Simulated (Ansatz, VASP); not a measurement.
**BN in VASP and in Ansatz**

```
CELL_PARAMETERS angstrom
1.22611 0.70790 3.25492
-1.22611 0.70790 3.25492
0.00000 -1.41579 3.25492
ATOMIC_POSITIONS crystal
B 0.00264 0.00264 0.00264
N 0.32980 0.32980 0.32980
```

Alike in both runs: task single point; functional PBE; k mesh 12 × 12 × 12; occupations gaussian, width 0.02 eV; no spin polarisation.

```csv
,VASP,Ansatz
version,VASP 6.6.1,Ansatz 0.2.0
potentials or method,"VASP PAW PBE potentials, release 64 (B, N), cutoff 520 eV","scalar-relativistic, plane waves, PAW"
valence electrons in the cell,8,8
```

|  | VASP | Ansatz | Ansatz less VASP |
| --- | --- | --- | --- |
| gap on the k mesh at the Fermi level (eV) | 4.41 | 4.42 | +0.009 |
| least direct gap on the mesh (eV) | 4.87 | 4.88 | +0.003 |
| pressure (GPa) | 20.3 | 20.2 | -0.08 |
| traceless stress, the component that is largest in VASP (GPa) | -17.49 | -17.26 | +0.229 |
| rms of the force components (eV/Å) | 0.398 | 0.396 | -0.0017 |

Atom by atom the forces differ by 0.002 eV/Å (rms over components).
